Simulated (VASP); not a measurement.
# Si2P (P1) in VASP: single point with PBE

Aim: the single point of Si2P with PBE.

All numbers are computed with VASP 6.6.1; they aren't measurements. Logs are shortened: lines on timing, memory, paths and dates and some standing lists are left out, and cuts for length are marked.

## 1. The cell of the first run

The typed cell holds 12 atoms: a = 3.509 Å, b = 3.508 Å, c = 16.616 Å, α = 94.38°, β = 96.71°, γ = 94.19°.

## 2. Single point, PBE

Contents of INCAR:

```
SYSTEM = Si2P
PREC = Accurate
ENCUT = 520
EDIFF = 1E-6
ISMEAR = 0
SIGMA = 0.1
LREAL = .False.
LASPH = .True.
NELM = 60
ALGO = Normal
ISIF = 2
LWAVE = .False.
LCHARG = .False.
GGA = PE
NBANDS = 38
```

Contents of KPOINTS:

```
Automatic mesh
0
Gamma
  6 6 1
  0 0 0
```

Contents of POSCAR:

```
Si2P
1.0
    3.5049556869     -0.1253152964     -0.0981289445
   -0.1306704444      3.5056392279      0.0280512677
   -1.5339497544     -1.4589270354     16.4804843630
Si P
8 4
Direct
    0.0769283100      0.9267047861      0.0083473236
    0.2528674393      0.2402007190      0.4909465299
    0.5788163789      0.3873919799      0.9711983643
    0.7873283327      0.7387033436      0.5227321517
    0.1549682236     -0.0052971600      0.1534355286
    0.8353735399      0.8369663328      0.6691120782
    0.7065545967      0.6184753816      0.3253440013
    0.4268410478      0.4009388241      0.8264708755
    0.1735146592      0.1784641453      0.3513849972
    0.9781077308      0.8342371950      0.8115309580
    0.6236776471      0.5597365044      0.1851299451
    0.4050220938      0.2834779481      0.6843672466
```

Potentials or basis: VASP PAW PBE potentials, release 64 (Si, P).

Started as:

```console
$ cat potpaw_PBE.64/Si/POTCAR potpaw_PBE.64/P/POTCAR > POTCAR
$ mpirun -np 1 vasp_std > vasp.out
```

OUTCAR:

```text
SYSTEM = Si2P
   PREC = Accurate
   ENCUT = 520
   EDIFF = 1E-6
   ISMEAR = 0
   LREAL = .False.
   LASPH = .True.
   NELM = 60
   ISIF = 2
   GGA = PE

 ion  position               nearest neighbor table
   1  0.077  0.927  0.008-   5 2.39   3 2.47   3 2.47   3 2.52   3 2.76
   2  0.253  0.240  0.491-   9 2.29   4 2.44   4 2.45   4 2.55   4 2.70
   3  0.579  0.387  0.971-   8 2.41   1 2.47   1 2.47   1 2.52   1 2.76
   4  0.787  0.739  0.523-   6 2.41   2 2.44   2 2.45   2 2.55   2 2.70
   5  0.155  0.995  0.153-  11 2.37   1 2.39  11 2.45  11 2.46  11 2.88
   6  0.835  0.837  0.669-  12 2.27  10 2.36   4 2.41  12 2.42  12 2.42  12 2.89
   7  0.707  0.618  0.325-  11 2.31   9 2.36   9 2.44   9 2.44   9 2.85
   8  0.427  0.401  0.826-  10 2.27  12 2.36   3 2.41  10 2.42  10 2.42  10 2.89
   9  0.174  0.178  0.351-   2 2.29   7 2.36   7 2.44   7 2.44   7 2.85
  10  0.978  0.834  0.812-   8 2.27   6 2.36   8 2.42   8 2.42   8 2.89
  11  0.624  0.560  0.185-   7 2.31   5 2.37   5 2.45   5 2.46   5 2.88
  12  0.405  0.283  0.684-   6 2.27   8 2.36   6 2.42   6 2.42   6 2.89

  LATTYP: Found a triclinic cell.
 ALAT       =     3.5081858609
 B/A-ratio  =     1.3616000170
 C/A-ratio  =     4.7654278077
 COS(alpha) =     0.0018128129
 COS(beta)  =     0.1339412354
 COS(gamma) =     0.6807200589

  Lattice vectors:

 A1 = (   0.1306704444,  -3.5056392279,  -0.0280512677)
 A2 = (  -3.3742852425,  -3.3803239315,   0.0700776768)
 A3 = (   1.6646201988,  -2.0467121925, -16.5085356307)

Analysis of symmetry for initial positions (statically):
=====================================================================
 Subroutine PRICEL returns:
 Original cell was already a primitive cell.

 Routine SETGRP: Setting up the symmetry group for a
 triclinic supercell.

 Subroutine GETGRP returns: Found  1 space group operations
 (whereof  1 operations were pure point group operations)
 out of a pool of  2 trial point group operations.

The static configuration has the point symmetry C_1 .

Analysis of symmetry for dynamics (positions and initial velocities):
=====================================================================
 Subroutine PRICEL returns:
 Original cell was already a primitive cell.

 Routine SETGRP: Setting up the symmetry group for a
 triclinic supercell.

 Subroutine GETGRP returns: Found  1 space group operations
 (whereof  1 operations were pure point group operations)
 out of a pool of  2 trial point group operations.

The dynamic configuration has the point symmetry C_1 .

 Subroutine INISYM returns: Found  1 space group operations
 (whereof  1 operations are pure point group operations),
 and found     1 'primitive' translations

----------------------------------------------------------------------------------------

                                     Primitive cell

  volume of cell :     201.8301

  direct lattice vectors                    reciprocal lattice vectors
     3.504955687 -0.125315296 -0.098128944     0.286456569  0.010456731  0.027588121
    -0.130670444  3.505639228  0.028051268     0.010941974  0.285452186  0.026287962
    -1.533949754 -1.458927035 16.480484363     0.001687010 -0.000423603  0.060797350

  length of vectors
     3.508567739  3.508185861 16.615891032     0.287971897  0.286868845  0.060822227

  position of ions in fractional coordinates (direct lattice)
     0.076928310  0.926704786  0.008347324
     0.252867439  0.240200719  0.490946530
     0.578816379  0.387391980  0.971198364
     0.787328333  0.738703344  0.522732152
     0.154968224  0.994702840  0.153435529
     0.835373540  0.836966333  0.669112078
     0.706554597  0.618475382  0.325344001
     0.426841048  0.400938824  0.826470875
     0.173514659  0.178464145  0.351384997
     0.978107731  0.834237195  0.811530958
     0.623677647  0.559736504  0.185129945
     0.405022094  0.283477948  0.684367247

  ion indices of the primitive-cell ions
   primitive index   ion index
                 1           1
                 2           2
                 3           3
                 4           4
                 5           5
                 6           6
                 7           7
                 8           8
                 9           9
                10          10
                11          11
                12          12

----------------------------------------------------------------------------------------

 KPOINTS: Automatic mesh

Automatic generation of k-mesh.
 Grid dimensions read from file:
 generate k-points for:    6    6    1

 Generating k-lattice:

  Cartesian coordinates                     Fractional coordinates (reciprocal lattice)
     0.047742762  0.001742788  0.004598020     0.166666667  0.000000000  0.000000000
     0.001823662  0.047575364  0.004381327     0.000000000  0.166666667  0.000000000
     0.001687010 -0.000423603  0.060797350     0.000000000 -0.000000000  1.000000000

  Length of vectors
     0.047995316  0.047811474  0.060822227

  Shift w.r.t. Gamma in fractional coordinates (k-lattice)
     0.000000000  0.000000000  0.000000000

 Subroutine IBZKPT returns following result:
 ===========================================

 Found     20 irreducible k-points:

 Following reciprocal coordinates:
            Coordinates               Weight
  0.000000  0.000000  0.000000      1.000000
  0.166667 -0.000000 -0.000000      2.000000
  0.333333 -0.000000 -0.000000      2.000000
  0.500000 -0.000000 -0.000000      1.000000
 -0.000000  0.166667 -0.000000      2.000000
  0.166667  0.166667 -0.000000      2.000000
[... 12 lines left out ...]
  0.333333  0.500000 -0.000000      2.000000
  0.500000  0.500000 -0.000000      1.000000
   k-points           NKPTS =     20   k-points in BZ     NKDIM =     20   number of bands    NBANDS=     38
   number of dos      NEDOS =    301   number of ions     NIONS =     12
   total plane-waves  NPLWV =  98784
   dimension x,y,z NGX =    28 NGY =   28 NGZ =  126
   dimension x,y,z NGXF=    56 NGYF=   56 NGZF=  252
   ions per type =               8   4
   NGX,Y,Z   is equivalent  to a cutoff of  13.27, 13.27, 12.61 a.u.
   NGXF,Y,Z  is equivalent  to a cutoff of  26.53, 26.54, 25.21 a.u.
 SYSTEM =  Si2P
   PREC   = accura    normal or accurate (medium, high low for compatibility)
   ISTART =      0    job   : 0-new  1-cont  2-samecut
   ICHARG =      2    charge: 1-file 2-atom 10-const
   ISPIN  =      1    spin polarized calculation?
   LNONCOLLINEAR =      F non collinear calculations
   LSORBIT =      F    spin-orbit coupling
   LASPH  =      T    aspherical Exc in radial PAW
   ENCUT  =  520.0 eV  38.22 Ry    6.18 a.u.   6.52  6.52 30.89*2*pi/ulx,y,z
   NELM   =     60;   NELMIN=  2; NELMDL= -5     # of ELM steps
   EDIFF  = 0.1E-05   stopping-criterion for ELM
   LREAL  =      F    real-space projection
[... 7 lines left out ...]
   TEBEG  =    0.0;   TEEND  =   0.0 temperature during run
   PSTRESS=    0.0 pullay stress
   NELECT =      52.0000    total number of electrons
   NUPDOWN=      -1.0000    fix difference up-down
   EMIN   =  10.00;   EMAX   =-10.00  energy-range for DOS
   EFERMI =   0.00;   METHOD = LEGACY
   ISMEAR =     0;   SIGMA  =   0.10  broadening in eV -4-tet -1-fermi 0-gaus
   EFERMI_NEDOS =   21; number of points for ismear=-14 and -15
   IALGO  =     38    algorithm
   IMIX   =      4    mixing-type and parameters
     AMIX     =   0.40;   BMIX     =  1.00
     AMIX_MAG =   1.60;   BMIX_MAG =  1.00
  volume/ion in A,a.u.               =      16.82       113.50
  Fermi-wavevector in a.u.,A,eV,Ry     =   1.041711  1.968549 14.764526  1.085162
  Thomas-Fermi vector in A             =   2.176344
   LORBIT       =      0    0 simple, 1 ext, 2 COOP (PROOUT), +10 PAW based schemes
   GGA     = PE    functional components
   LHFCALC =     F    Hartree Fock is set to
   AEXX    =    0.0000 exact exchange contribution
   IVDW    =     0    specifies the selected vdW correction
   LEPSILON=     F    determine dielectric tensor
   LRPA    =     F    only Hartree local field effects (RPA)
 non-spin polarized calculation
 Gauss-broadening in eV      SIGMA  =   0.10
  energy-cutoff  :      520.00
  volume of cell :      201.83
 maximum number of plane-waves:      5474
 NGX is ok and might be reduce to    28
   NGX = 13   NGY = 13   NGZ = 61

 number of electron      51.9999997 magnetization

 Free energy of the ion-electron system (eV)
  ---------------------------------------------------
  ext. energy  EPLUGINS =         0.00000000
  ---------------------------------------------------
  free energy    TOTEN  =       -63.30245372 eV

  energy without entropy =      -63.29663020  energy(sigma->0) =      -63.29954196

 E-fermi :   7.8018     XC(G=0): -10.4325

 val. band max:        7.7175437665   @ k =   0.1667   0.5000  -0.0000
 cond. band min:       7.8985371010   @ k =   0.3333   0.3333  -0.0000
 fundamental gap:      0.1809933345
 Fermi energy:         7.8018082444

 k-point     1 :       0.0000    0.0000    0.0000
  band No.  band energies     occupation
      1      -6.7868      2.00000
      2      -6.1715      2.00000
      3      -5.1436      2.00000
      4      -4.4549      2.00000
      5      -3.5350      2.00000
      6      -2.6194      2.00000
[... 30 lines left out ...]
     37      11.9490      0.00000
     38      12.0141      0.00000

 k-point     2 :       0.1667   -0.0000   -0.0000
  band No.  band energies     occupation
      1      -6.4824      2.00000
      2      -5.8829      2.00000
      3      -4.8515      2.00000
      4      -4.1951      2.00000
      5      -3.1996      2.00000
      6      -2.3758      2.00000
[... 30 lines left out ...]
     37      12.0138      0.00000
     38      12.1730      0.00000
[... 695 lines left out ...]
     37      11.6934      0.00000
     38      12.1297      0.00000

 k-point    20 :       0.5000    0.5000   -0.0000
  band No.  band energies     occupation
      1      -3.0872      2.00000
      2      -2.8786      2.00000
      3      -2.5666      2.00000
      4      -2.3091      2.00000
      5      -0.3520      2.00000
      6      -0.3366      2.00000
[... 30 lines left out ...]
     37      12.1688      0.00000
     38      12.2459      0.00000

------------------------ aborting loop because EDIFF is reached ----------------------------------------

  FORCE on cell =-STRESS in cart. coord.  units (eV):
  Direction    XX          YY          ZZ          XY          YZ          ZX
  --------------------------------------------------------------------------------------
  -------------------------------------------------------------------------------------
  Total       -0.1504000     -0.1138731      0.0408675      0.0624692      0.0419199     -0.0112328
  in kB       -1.1939127     -0.9039533      0.3244161      0.4958961      0.3327704     -0.0891687
  external PRESSURE =      -0.5911500 kB  Pullay stress =       0.0000000 kB

 VOLUME and BASIS-vectors are now :
 -----------------------------------------------------------------------------
  energy-cutoff  :      520.00
  volume of cell :      201.83
      direct lattice vectors                 reciprocal lattice vectors
     3.504955687 -0.125315296 -0.098128944     0.286456569  0.010456731  0.027588121
    -0.130670444  3.505639228  0.028051268     0.010941974  0.285452186  0.026287962
    -1.533949754 -1.458927035 16.480484363     0.001687010 -0.000423603  0.060797350

 POSITION                                       TOTAL-FORCE (eV/Angst)
 -----------------------------------------------------------------------------------
      0.13573      3.22687      0.15601        -0.002713      0.016320     -0.009056
      0.10181      0.09411      8.07296         0.006671     -0.001889     -0.026088
      0.48834     -0.13139     15.95989        -0.002754     -0.003080      0.031629
      1.86118      1.72834      8.55834        -0.016802      0.012109     -0.009537
      0.17782      3.24380      2.54139         0.002231     -0.004916      0.005361
      1.79220      1.85323     10.96879        -0.011024      0.000219      0.009552
      1.89656      1.60496      5.30984         0.008503     -0.010546      0.018539
      0.17590      0.14630     13.59000        -0.027117      0.016813     -0.027804
      0.04583      0.09124      5.77897        -0.005227      0.005024     -0.004469
      2.07437      1.61800     13.30184         0.023485     -0.028077     -0.033498
      1.82884      1.61399      3.00553        -0.002302      0.012497      0.002774
      0.33276     -0.05543     11.24691         0.027049     -0.014474      0.042597
 -----------------------------------------------------------------------------------
    total drift:                               -0.000091     -0.000038     -0.000417

  FREE ENERGIE OF THE ION-ELECTRON SYSTEM (eV)
  ---------------------------------------------------
  free  energy   TOTEN  =       -63.3024537213 eV

  energy  without entropy=      -63.2966301988  energy(sigma->0) =      -63.29954196
```

Run time: 2.5 min. Hardware: 1 thread of Intel Xeon Platinum 8375C at 2.90GHz (Ice Lake), shared host; peak memory 0.33 GiB.

What came out:

```yaml
Free_energy: -63.3025 eV
Pressure: -0.1 GPa
Largest_force: 0.052 eV/Å
Band_gap_on_the_k_mesh: zero (bands 26 and 27 overlap by 3.03 eV)
```

Forces in eV/Å, atoms in the order of the input:
```
Si  -0.003  0.016 -0.009
Si   0.007 -0.002 -0.026
Si  -0.003 -0.003  0.032
Si  -0.017  0.012 -0.010
Si   0.002 -0.005  0.005
Si  -0.011  0.000  0.010
Si   0.009 -0.011  0.019
Si  -0.027  0.017 -0.028
P   -0.005  0.005 -0.004
P    0.023 -0.028 -0.033
P   -0.002  0.012  0.003
P    0.027 -0.014  0.043
```

Caveat: the k points lie up to 0.38 Å⁻¹ apart, too coarse for converged energies and pressures of a metal.

The gap in the log of VASP goes by the Fermi energy; the results here count the filled bands.